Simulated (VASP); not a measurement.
Write the native input for VASP 6.6.1 that does the following.

```yaml
Task: relaxation of the atoms
Functional: PBEsol
Potentials_or_basis: VASP PAW PBE potentials, release 64 (C)
Cutoff: 520 eV
k_mesh: 9 × 9 × 6
Occupations: gaussian, width 0.02 eV
Spin: no spin polarisation
Dipole_correction: no
Further_INCAR_settings: ALGO = Normal; EDIFF = 1e-06; IBRION = 2; EDIFFG = -0.002; NSW = 60
```

The structure of C lies in POSCAR:

```
C
1.0
    2.4612466108      0.0000000000      0.0000000000
   -1.2306233054      2.1315020900      0.0000000000
    0.0000000000      0.0000000000      4.1625105851
C
4
Direct
    0.3333333333      0.6666666667      0.0000560326
    0.6666666667      0.3333333333      0.5000560326
    0.3333333333      0.6666666667      0.3739439674
    0.6666666667      0.3333333333      0.8739439674
```

This cell differs from its parent crystal: strained cell.

These files were run (other wordings do the same):

INCAR

```
SYSTEM = C
  ALGO = Normal
  EDIFF = 1E-6
  EDIFFG = -0.002
  ENCUT = 520
  GGA = PS
  IBRION = 2
  ISIF = 2
  ISMEAR = 0
  LASPH = .TRUE.
  LCHARG = .FALSE.
  LREAL = .FALSE.
  LWAVE = .FALSE.
  NELM = 60
  NSW = 60
  PREC = Accurate
  SIGMA = 0.02
```

KPOINTS

```
k-points
0
G
  9 9 6
  0 0 0
```

Potentials or basis: VASP PAW PBE potentials, release 64 (C).

Launch:

```console
$ cat potpaw_PBE.64/C/POTCAR > POTCAR
$ mpirun -np 1 vasp_std > vasp.out
```

It gave:

```yaml
Energy_gained_by_relaxing: 0.0 meV/atom
Ionic_steps: 3
Pressure_after_relaxing: 15.5 GPa
Band_gap_on_the_k_mesh: 2.87 eV (least direct gap 4.96 eV)
```

Caveat: the cell differs from its parent crystal (strained cell); the PAW data sets were made with another functional, which shifts forces and pressure a little.

It took 18 s on 1 thread of AMD EPYC 7R43 64-Core Processor (Zen 3) (shared host), peak memory 0.09 GiB.
